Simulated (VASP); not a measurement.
# YPtC2N2 (P-1) in VASP: single point with PBE

Aim: the single point of YPtC2N2 with PBE.

All numbers are computed with VASP 6.6.1; they aren't measurements. Logs are shortened: lines on timing, memory, paths and dates and some standing lists are left out, and cuts for length are marked.

### Step 1. The cell of the first run

The typed cell holds 6 atoms: a = 4.011 Å, b = 4.548 Å, c = 8.619 Å, α = 76.08°, β = 85.74°, γ = 69.90°.

### Step 2. Single point, PBE

File INCAR:

```
ALGO = Normal
EDIFF = 1E-6
ENCUT = 700
GGA = PE
GGA_COMPAT = F
ISIF = 2
ISMEAR = 0
LASPH = T
LCHARG = F
LREAL = F
LWAVE = F
NBANDS = 32
NELM = 120
PREC = Accurate
SIGMA = 0.1
```

File KPOINTS:

```
k-points
0
Gamma
  4 4 2
```

File POSCAR:

```
YPtC2N2
1.0
    4.0106556500      0.0000000000      0.0000000000
    1.5631786000      4.2708007500      0.0000000000
    0.6409011200      1.9738302200      8.3650286000
Y Pt C N
1 1 2 2
Direct
    0.5000000000      0.5000000000      0.5000000000
    0.0000000000      0.0000000000      0.0000000000
    0.1809514800      0.8190485200      0.8190485200
    0.8190485200      0.1809514800      0.1809514800
    0.2913913500      0.7086086500      0.7086086500
    0.7086086500      0.2913913500      0.2913913500
```

Potentials or basis: VASP PAW PBE potentials, release 64 (Y_sv, Pt_sv_GW, C, N).

Run with:

```bash
cat potpaw_PBE.64/Y_sv/POTCAR potpaw_PBE.64/Pt_sv_GW/POTCAR potpaw_PBE.64/C/POTCAR potpaw_PBE.64/N/POTCAR > POTCAR
mpirun -np 1 vasp_std > vasp.out
```

OUTCAR:

```text
EDIFF = 1E-6
   ENCUT = 700
   GGA = PE
   ISIF = 2
   ISMEAR = 0
   LASPH = T
   LREAL = F
   NELM = 120
   PREC = Accurate

 ion  position               nearest neighbor table
   1  0.500  0.500  0.500-   5 2.21   6 2.21
   2  0.000  0.000  0.000-   3 1.92   4 1.92
   3  0.181  0.819  0.819-   5 1.17   2 1.92
   4  0.819  0.181  0.181-   6 1.17   2 1.92
   5  0.291  0.709  0.709-   3 1.17   1 2.21
   6  0.709  0.291  0.291-   4 1.17   1 2.21

  LATTYP: Found a triclinic cell.
 ALAT       =     4.0106556500
 B/A-ratio  =     2.7948535685
 C/A-ratio  =     1.1339507356
 COS(alpha) =     0.0252491411
 COS(beta)  =     0.3437154375
 COS(gamma) =     0.6333223446

  Lattice vectors:

 A1 = (  -4.0106556500,   0.0000000000,   0.0000000000)
 A2 = (  -7.0990338200,   2.2969705300,  -8.3650286000)
 A3 = (  -1.5631786000,  -4.2708007500,   0.0000000000)

Analysis of symmetry for initial positions (statically):
=====================================================================
 Subroutine PRICEL returns:
 Original cell was already a primitive cell.

 Routine SETGRP: Setting up the symmetry group for a
 triclinic supercell.

 Subroutine GETGRP returns: Found  2 space group operations
 (whereof  2 operations were pure point group operations)
 out of a pool of  2 trial point group operations.

The static configuration has the point symmetry S_2 .

Analysis of symmetry for dynamics (positions and initial velocities):
=====================================================================
 Subroutine PRICEL returns:
 Original cell was already a primitive cell.

 Routine SETGRP: Setting up the symmetry group for a
 triclinic supercell.

 Subroutine GETGRP returns: Found  2 space group operations
 (whereof  2 operations were pure point group operations)
 out of a pool of  2 trial point group operations.

The dynamic configuration has the point symmetry S_2 .

 Subroutine INISYM returns: Found  2 space group operations
 (whereof  2 operations are pure point group operations),
 and found     1 'primitive' translations

----------------------------------------------------------------------------------------

                                     Primitive cell

  volume of cell :     143.2822

  direct lattice vectors                    reciprocal lattice vectors
     4.010655650  0.000000000  0.000000000     0.249335791 -0.091260725  0.002430785
     1.563178600  4.270800750  0.000000000     0.000000000  0.234148128 -0.055250098
     0.640901120  1.973830220  8.365028600     0.000000000  0.000000000  0.119545318

  length of vectors
     4.010655650  4.547885924  8.618611458     0.265523569  0.240578301  0.119545318

  position of ions in fractional coordinates (direct lattice)
     0.500000000  0.500000000  0.500000000
     0.000000000  0.000000000  0.000000000
     0.180951480  0.819048520  0.819048520
     0.819048520  0.180951480  0.180951480
     0.291391350  0.708608650  0.708608650
     0.708608650  0.291391350  0.291391350

  ion indices of the primitive-cell ions
   primitive index   ion index
                 1           1
                 2           2
                 3           3
                 4           4
                 5           5
                 6           6

----------------------------------------------------------------------------------------

 KPOINTS: k-points

Automatic generation of k-mesh.
 Grid dimensions read from file:
 generate k-points for:    4    4    2

 Generating k-lattice:

  Cartesian coordinates                     Fractional coordinates (reciprocal lattice)
     0.062333948 -0.022815181  0.000607696     0.250000000 -0.000000000 -0.000000000
     0.000000000  0.058537032 -0.013812525     0.000000000  0.250000000  0.000000000
     0.000000000  0.000000000  0.059772659     0.000000000  0.000000000  0.500000000

  Length of vectors
     0.066380892  0.060144575  0.059772659

  Shift w.r.t. Gamma in fractional coordinates (k-lattice)
     0.000000000  0.000000000  0.000000000

 Subroutine IBZKPT returns following result:
 ===========================================

 Found     20 irreducible k-points:

 Following reciprocal coordinates:
            Coordinates               Weight
  0.000000  0.000000  0.000000      1.000000
  0.250000  0.000000  0.000000      2.000000
  0.500000  0.000000  0.000000      1.000000
  0.000000  0.250000 -0.000000      2.000000
  0.250000  0.250000  0.000000      2.000000
  0.500000  0.250000  0.000000      2.000000
[... 12 lines left out ...]
  0.250000  0.500000  0.500000      2.000000
  0.500000  0.500000  0.500000      1.000000
   k-points           NKPTS =     20   k-points in BZ     NKDIM =     20   number of bands    NBANDS=     32
   number of dos      NEDOS =    301   number of ions     NIONS =      6
   total plane-waves  NPLWV = 115200
   dimension x,y,z NGX =    36 NGY =   40 NGZ =   80
   dimension x,y,z NGXF=    72 NGYF=   80 NGZF=  160
   ions per type =               1   1   2   2
   NGX,Y,Z   is equivalent  to a cutoff of  14.92, 14.62, 15.43 a.u.
   NGXF,Y,Z  is equivalent  to a cutoff of  29.84, 29.24, 30.86 a.u.
 SYSTEM =  unknown system
   PREC   = accura    normal or accurate (medium, high low for compatibility)
   ISTART =      0    job   : 0-new  1-cont  2-samecut
   ICHARG =      2    charge: 1-file 2-atom 10-const
   ISPIN  =      1    spin polarized calculation?
   LNONCOLLINEAR =      F non collinear calculations
   LSORBIT =      F    spin-orbit coupling
   LASPH  =      T    aspherical Exc in radial PAW
   ENCUT  =  700.0 eV  51.45 Ry    7.17 a.u.   8.65  9.81 18.59*2*pi/ulx,y,z
   NELM   =    120;   NELMIN=  2; NELMDL= -5     # of ELM steps
   EDIFF  = 0.1E-05   stopping-criterion for ELM
   LREAL  =      F    real-space projection
[... 7 lines left out ...]
   TEBEG  =    0.0;   TEEND  =   0.0 temperature during run
   PSTRESS=    0.0 pullay stress
   NELECT =      47.0000    total number of electrons
   NUPDOWN=      -1.0000    fix difference up-down
   EMIN   =  10.00;   EMAX   =-10.00  energy-range for DOS
   EFERMI =   0.00;   METHOD = LEGACY
   ISMEAR =     0;   SIGMA  =   0.10  broadening in eV -4-tet -1-fermi 0-gaus
   EFERMI_NEDOS =   21; number of points for ismear=-14 and -15
   IALGO  =     38    algorithm
   IMIX   =      4    mixing-type and parameters
     AMIX     =   0.40;   BMIX     =  1.00
     AMIX_MAG =   1.60;   BMIX_MAG =  1.00
  volume/ion in A,a.u.               =      23.88       161.15
  Fermi-wavevector in a.u.,A,eV,Ry     =   1.129042  2.133580 17.343832  1.274736
  Thomas-Fermi vector in A             =   2.265734
   LORBIT       =      0    0 simple, 1 ext, 2 COOP (PROOUT), +10 PAW based schemes
   GGA     = PE    functional components
   LHFCALC =     F    Hartree Fock is set to
   AEXX    =    0.0000 exact exchange contribution
   IVDW    =     0    specifies the selected vdW correction
   LEPSILON=     F    determine dielectric tensor
   LRPA    =     F    only Hartree local field effects (RPA)
 non-spin polarized calculation
 Gauss-broadening in eV      SIGMA  =   0.10
  energy-cutoff  :      700.00
  volume of cell :      143.28
 maximum number of plane-waves:      6040
 NGX is ok and might be reduce to    36
   NGX = 17   NGY = 19   NGZ = 37

 number of electron      47.0000001 magnetization

 Free energy of the ion-electron system (eV)
  ---------------------------------------------------
  ext. energy  EPLUGINS =         0.00000000
  ---------------------------------------------------
  free energy    TOTEN  =       -46.15675960 eV

  energy without entropy =      -46.14427263  energy(sigma->0) =      -46.15051611

 E-fermi :   1.1396     XC(G=0):  -7.9567

 val. band max:        1.0619683553   @ k =   0.5000   0.5000   0.0000
 cond. band min:       1.1468736508   @ k =   0.5000   0.5000   0.5000
 fundamental gap:      0.0849052955
 Fermi energy:         1.1396228399

 k-point     1 :       0.0000    0.0000    0.0000
  band No.  band energies     occupation
      1     -96.0686      2.00000
      2     -50.9058      2.00000
      3     -49.8992      2.00000
      4     -49.8709      2.00000
      5     -43.1981      2.00000
      6     -23.3511      2.00000
[... 24 lines left out ...]
     31       6.1488      0.00000
     32       6.9401      0.00000

 k-point     2 :       0.2500    0.0000    0.0000
  band No.  band energies     occupation
      1     -96.0686      2.00000
      2     -50.9058      2.00000
      3     -49.9000      2.00000
      4     -49.8709      2.00000
      5     -43.1958      2.00000
      6     -23.3495      2.00000
[... 24 lines left out ...]
     31       6.3265      0.00000
     32       6.4544      0.00000

 k-point     3 :       0.5000    0.0000    0.0000
  band No.  band energies     occupation
      1     -96.0686      2.00000
      2     -50.9058      2.00000
      3     -49.9008      2.00000
      4     -49.8710      2.00000
      5     -43.1935      2.00000
      6     -23.3482      2.00000
[... 24 lines left out ...]
     31       5.3627      0.00000
     32       5.3719      0.00000

 k-point     4 :       0.0000    0.2500   -0.0000
  band No.  band energies     occupation
      1     -96.0686      2.00000
      2     -50.9058      2.00000
      3     -49.8993      2.00000
      4     -49.8710      2.00000
      5     -43.1977      2.00000
      6     -23.3586      2.00000
[... 514 lines left out ...]
     31       4.3579      0.00000
     32       6.5559      0.00000

 k-point    19 :       0.2500    0.5000    0.5000
  band No.  band energies     occupation
      1     -96.0686      2.00000
      2     -50.9058      2.00000
      3     -49.9000      2.00000
      4     -49.8711      2.00000
      5     -43.1952      2.00000
      6     -23.3606      2.00000
[... 24 lines left out ...]
     31       4.9191      0.00000
     32       6.1703      0.00000

 k-point    20 :       0.5000    0.5000    0.5000
  band No.  band energies     occupation
      1     -96.0686      2.00000
      2     -50.9058      2.00000
      3     -49.9008      2.00000
      4     -49.8711      2.00000
      5     -43.1931      2.00000
      6     -23.3547      2.00000
[... 24 lines left out ...]
     31       4.9178      0.00000
     32       5.4286      0.00000

------------------------ aborting loop because EDIFF is reached ----------------------------------------

  FORCE on cell =-STRESS in cart. coord.  units (eV):
  Direction    XX          YY          ZZ          XY          YZ          ZX
  --------------------------------------------------------------------------------------
  -------------------------------------------------------------------------------------
  Total       -1.1311400      2.4640842      3.2070125     -0.6064342      4.0470974     -1.1122089
  in kB      -12.6483783     27.5533242     35.8607289     -6.7811309     45.2545361    -12.4366908
  external PRESSURE =      16.9218916 kB  Pullay stress =       0.0000000 kB

 VOLUME and BASIS-vectors are now :
 -----------------------------------------------------------------------------
  energy-cutoff  :      700.00
  volume of cell :      143.28
      direct lattice vectors                 reciprocal lattice vectors
     4.010655650  0.000000000  0.000000000     0.249335791 -0.091260725  0.002430785
     1.563178600  4.270800750  0.000000000     0.000000000  0.234148128 -0.055250098
     0.640901120  1.973830220  8.365028600     0.000000000  0.000000000  0.119545318

 POSITION                                       TOTAL-FORCE (eV/Angst)
 -----------------------------------------------------------------------------------
      3.10737      3.12232      4.18251         0.000000      0.000000      0.000000
      0.00000      0.00000      0.00000         0.000000     -0.000000      0.000000
      2.53098      5.11466      6.85136        -0.438790      1.497740      2.165689
      3.68375      1.12998      1.51366         0.438790     -1.497740     -2.165689
      2.73050      4.42500      5.92753         0.421565     -1.150103     -2.046606
      3.48424      1.81963      2.43750        -0.421565      1.150103      2.046606
 -----------------------------------------------------------------------------------
    total drift:                                0.000000     -0.000000     -0.000000

  FREE ENERGIE OF THE ION-ELECTRON SYSTEM (eV)
  ---------------------------------------------------
  free  energy   TOTEN  =       -46.1567595999 eV

  energy  without entropy=      -46.1442726281  energy(sigma->0) =      -46.15051611
```

Run time: 3 min. Hardware: 1 thread of Intel Xeon 6975P-C (Granite Rapids), shared host; peak memory 0.46 GiB.

What came out:

```
Free energy            : -46.1568 eV
Pressure               : 1.7 GPa
Largest force          : 2.669 eV/Å
Band gap on the k mesh : zero (an odd number of electrons rules out a gap without spin polarisation)
```

Forces in eV/Å, atoms in the order of the input:
```
Y    0.000  0.000  0.000
Pt   0.000  0.000  0.000
C   -0.439  1.498  2.166
C    0.439 -1.498 -2.166
N    0.422 -1.150 -2.047
N   -0.422  1.150  2.047
```

Stress tensor (GPa, compression positive):
```
-1.26 -0.68 -1.24
-0.68  2.76  4.53
-1.24  4.53  3.59
```

Levels at points of the mesh, in eV from the Fermi level:
```
           k point  band 20  band 21  band 22  band 23  band 24  band 25  band 26  band 27
(0.00, 0.00, 0.00)    -2.03    -1.89    -1.17    -0.80    -0.71     0.71     1.34     1.76
(0.50, 0.00, 0.00)    -1.90    -1.02    -0.79    -0.11     0.02     0.43     1.01     1.51
(0.00, 0.50, 0.00)    -1.76    -1.32    -0.85    -0.72    -0.58     1.27     1.30     1.75
(0.50, 0.50, 0.00)    -1.93    -1.05    -0.71    -0.08     0.58     1.17     1.30     1.56
(0.00, 0.00, 0.50)    -1.80    -1.65    -1.32    -0.93    -0.73     0.25     0.68     1.53
(0.50, 0.00, 0.50)    -1.94    -1.05    -0.80    -0.14     0.23     1.14     1.16     1.48
(0.00, 0.50, 0.50)    -1.87    -1.34    -0.90    -0.67    -0.54     1.48     1.54     1.97
(0.50, 0.50, 0.50)    -1.84    -1.00    -0.70     0.01     0.26     0.43     1.05     1.62
```

Caveat: the k points lie up to 0.42 Å⁻¹ apart, too coarse for converged energies and pressures of a metal; spin-orbit coupling is left out, which moves the levels of the heavy elements; an odd number of electrons without spin polarisation forces a metal; a magnetic or distorted state may lie lower.

The gap in the log of VASP goes by the Fermi energy; the results here count the filled bands.